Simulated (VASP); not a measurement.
Set up this calculation in VASP 6.6.1, as the native input.

```yaml
Task: single point
Functional: r2SCAN
Potentials_or_basis: VASP PAW PBE potentials, release 64 (Re_sv_GW)
Cutoff: 550 eV
k_mesh: 10 × 10 × 13
Occupations: fermi-dirac, width 0.1 eV
Spin: no spin polarisation
Dipole_correction: no
Further_INCAR_settings: ALGO = Normal; EDIFF = 1e-06; NBANDS = 30
```

The system is Re.

```
Re
1.0
     4.46859    0.00000    0.00000
    -2.23430    3.86992    0.00000
     0.00000    0.00000    2.79775
Re
3
Direct
  0.00000 0.00000 0.00000
  0.33333 0.66667 0.50000
  0.66667 0.33333 0.50000
```

This isn't the form of Re at room conditions, which is hcp.

The input as run:

POSCAR

```
Re
1.0
    4.4685932136      0.0000000000      0.0000000000
   -2.2342966068      3.8699152421      0.0000000000
    0.0000000000      0.0000000000      2.7977472822
Re
3
Direct
    1.0000000000      1.0000000000      0.0000000000
    0.3333333333      0.6666666667      0.5000000000
    0.6666666667      0.3333333333      0.5000000000
```

INCAR.step1

```
  PREC = Accurate
  ENCUT = 550
  ISMEAR = -1
  SIGMA = 0.1
  LREAL = False
  LASPH = True
  NELM = 120
  NBANDS = 30
  GGA = PE
  ALGO = Normal
  EDIFF = 1E-5
  LWAVE = True
  LCHARG = False
  GGA_COMPAT = False
```

INCAR.step2

```
  PREC = Accurate
  ENCUT = 550
  EDIFF = 1E-6
  ISMEAR = -1
  SIGMA = 0.1
  LREAL = False
  LASPH = True
  NELM = 120
  ALGO = Normal
  ISIF = 2
  LWAVE = False
  LCHARG = False
  METAGGA = R2SCAN
  LMIXTAU = True
  NBANDS = 30
  ISTART = 1
  GGA_COMPAT = False
```

KPOINTS

```
Automatic mesh
0
Gamma
  10 10 13
```

Potentials or basis: VASP PAW PBE potentials, release 64 (Re_sv_GW).

Run with:

```sh
$ cat potpaw_PBE.64/Re_sv_GW/POTCAR > POTCAR
$ cp INCAR.step1 INCAR
$ mpirun -np 1 vasp_std > vasp.out
$ cp INCAR.step2 INCAR
$ mpirun -np 1 vasp_std > vasp.out
```

It gave:

| Item | Value |
| --- | --- |
| Pressure | -26.0 GPa |
| Band gap on the k mesh | zero (an odd number of electrons rules out a gap without spin polarisation) |

Caveat: the cell stands under tension; the PAW data sets were made with another functional, which shifts forces and pressure a little; spin-orbit coupling is left out, which moves the levels of the heavy elements.

It took 12 min on 1 thread of Intel(R) Xeon(R) Platinum 8375C CPU @ 2.90GHz (Ice Lake), on a shared host, peak memory 0.27 GiB.
